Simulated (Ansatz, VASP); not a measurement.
Two plane-wave programs on Y

File INCAR:

```
PREC     = Accurate       # precision mode
ENCUT    = 520            # plane-wave cutoff, eV
EDIFF    = 1E-8           # SCF threshold, eV
ISMEAR   = -1             # smearing method
SIGMA    = 0.03           # smearing width, eV
LREAL    = F              # projectors in reciprocal space
LASPH    = T              # aspherical terms in the spheres
NELM     = 60             # most SCF steps
ALGO     = Normal         # electronic algorithm
ISIF     = 2              # what is computed and relaxed
LWAVE    = F              # write WAVECAR
LCHARG   = F              # write CHGCAR
GGA      = PS             # functional
LEFG     = T            
NBANDS   = 12             # bands
```

File KPOINTS:

```
Automatic mesh
0
Gamma
  12 12 12
```

The input POSCAR:

```
Y
1.0
    0.0000000000      2.5519910612      2.5519910612
    2.5519910612      0.0000000000      2.5519910612
    2.5519910612      2.5519910612      0.0000000000
Y
1
Direct
    0.0000000000      0.0000000000      0.0000000000
```

Input for Ansatz:

```yaml
crystal:
  lattice:
    - [0.0, 2.5519910612, 2.5519910612]
    - [2.5519910612, 0.0, 2.5519910612]
    - [2.5519910612, 2.5519910612, 0.0]
  atoms:
    - { symbol: "Y", position: [0.0, 0.0, 0.0] }
kpoints:
  mp_grid: { grid: [12, 12, 12] }
  band_path:
    path:
      - [0.0, 0.0, 0.0]
      - [0.5, 0.0, 0.5]
      - [0.625, 0.25, 0.625]
      - [0.375, 0.375, 0.75]
      - [0.0, 0.0, 0.0]
      - [0.5, 0.5, 0.5]
      - [0.5, 0.25, 0.75]
      - [0.5, 0.0, 0.5]
    npoints: 5
scf:
  occupations: { method: fermi_dirac, width: 0.03 }
hamiltonian:
  xc: pbesol
  pseudopotentials: { kind: paw }
output:
  forces: true
  stress: true
  eigenvalues: true
  efg: { contact_densities: true }
```

Alike in both runs: task electric field gradients; functional PBEsol; k mesh 12 × 12 × 12; occupations fermi-dirac, width 0.03 eV; no spin polarisation.

```csv
,VASP,Ansatz
version,VASP 6.6.1,Ansatz 0.2.0
potentials or method,"VASP PAW PBE potentials, release 64 (Y_sv)","PAW with Ansatz's default frozen-core files, scalar-relativistic"
plane-wave cutoff (eV),520,420
valence electrons in the cell,11,11
```

|  | VASP | Ansatz | Ansatz less VASP |
| --- | --- | --- | --- |
| pressure (GPa) | -2.9 | -2.8 | +0.10 |

VASP's potentials were made for PBE, not for PBEsol. With one functional, cell and mesh, what is left measures potentials, basis and numerics.
